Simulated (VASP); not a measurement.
GePS4: single point with PBEsol

The system is GePS4.

```
S Ge P
1.0
     0.10071    5.64374   -0.01222
     5.41584    0.10071    0.00063
     2.75777    2.88207   -4.58508
S Ge P
4 1 1
Direct
  0.36503 0.43163 0.74018
  0.57049 0.10660 0.26141
  0.89442 0.82427 0.73937
  0.17955 0.64219 0.24845
  0.98533 0.99652 0.00598
  0.25239 0.75402 0.49032
```

| Quantity | Value |
| --- | --- |
| Program | VASP 6.6.1 |
| Task | single point |
| Functional | PBEsol |
| Potentials or basis | VASP PAW PBE potentials, release 64 (S, Ge_d, P) |
| Cutoff | 520 eV |
| k mesh | 4 × 4 × 4 |
| Occupations | fermi-dirac, width 0.079 eV |
| Spin | collinear spin, zero start |
| Starting moments | [0.0, 0.0, 0.0, 0.0, 0.0, 0.0] μB |

```
Largest force                                         : 1.647 eV/Å
Net moment                                            : 0.00 μB per cell
Valence electrons inside the program's atomic spheres : S 3.60, 3.62 (each value once); Ge 12.06; P 2.37
```

Forces on the atoms (eV/Å):
```
S   -1.278 -0.510 -0.465
S    0.255  0.752  0.473
S    1.453 -0.216 -0.745
S   -0.226 -0.972  0.481
Ge   0.017  0.498  0.422
P   -0.220  0.448 -0.166
```

Levels at points of the mesh, in eV from the Fermi level:
Spin up:
| k point | band 17 | band 18 | band 19 | band 20 | band 21 | band 22 | band 23 | band 24 | band 25 | band 26 |
| --- | --- | --- | --- | --- | --- | --- | --- | --- | --- | --- |
| (0.00, 0.00, 0.00) | -2.17 | -1.89 | -1.23 | -0.92 | -0.85 | 0.81 | 2.18 | 3.49 | 3.60 | 3.99 |
| (0.50, 0.00, 0.00) | -2.47 | -1.84 | -1.71 | -1.18 | -0.72 | 0.92 | 2.75 | 3.07 | 3.86 | 4.50 |
| (0.00, 0.50, 0.00) | -2.55 | -1.79 | -1.66 | -1.07 | -0.62 | 1.09 | 2.96 | 3.11 | 3.67 | 4.30 |
| (0.50, 0.50, 0.00) | -2.38 | -1.60 | -1.20 | -1.17 | -0.43 | 0.55 | 2.62 | 3.26 | 3.89 | 4.00 |
| (0.00, 0.00, 0.50) | -2.62 | -2.44 | -2.01 | -0.90 | -0.76 | 0.35 | 1.94 | 2.46 | 2.81 | 4.24 |
| (0.50, 0.00, 0.50) | -2.52 | -1.87 | -1.66 | -1.05 | -0.75 | 0.92 | 2.88 | 3.24 | 3.59 | 4.48 |
| (0.00, 0.50, 0.50) | -2.69 | -1.81 | -1.59 | -1.08 | -0.64 | 1.02 | 2.77 | 3.09 | 3.82 | 4.50 |
| (0.50, 0.50, 0.50) | -2.47 | -1.87 | -1.27 | -1.03 | -0.53 | 0.58 | 2.55 | 3.24 | 3.85 | 4.02 |
Spin down:
```tsv
k point	band 19	band 20	band 21	band 22	band 23	band 24
(0.00, 0.00, 0.00)	-1.23	-0.92	-0.85	0.81	2.18	3.49
(0.50, 0.00, 0.00)	-1.71	-1.18	-0.72	0.92	2.75	3.07
(0.00, 0.50, 0.00)	-1.66	-1.07	-0.62	1.09	2.96	3.11
(0.50, 0.50, 0.00)	-1.20	-1.17	-0.43	0.55	2.62	3.26
(0.00, 0.00, 0.50)	-2.01	-0.90	-0.76	0.35	1.94	2.46
(0.50, 0.00, 0.50)	-1.66	-1.05	-0.75	0.92	2.88	3.24
(0.00, 0.50, 0.50)	-1.59	-1.08	-0.64	1.02	2.77	3.09
(0.50, 0.50, 0.50)	-1.27	-1.03	-0.53	0.58	2.55	3.24
```

Run time: 3.9 min on 1 thread of Intel(R) Xeon(R) Platinum 8488C (Sapphire Rapids) (shared host), peak memory 0.47 GiB.

Caveat: the cell carries a net charge on a neutralising background, which shifts energy and pressure; the cell is charged against a uniform background, so pressure and absolute levels hang on convention; the PAW data sets were made with another functional, which shifts forces and pressure a little.
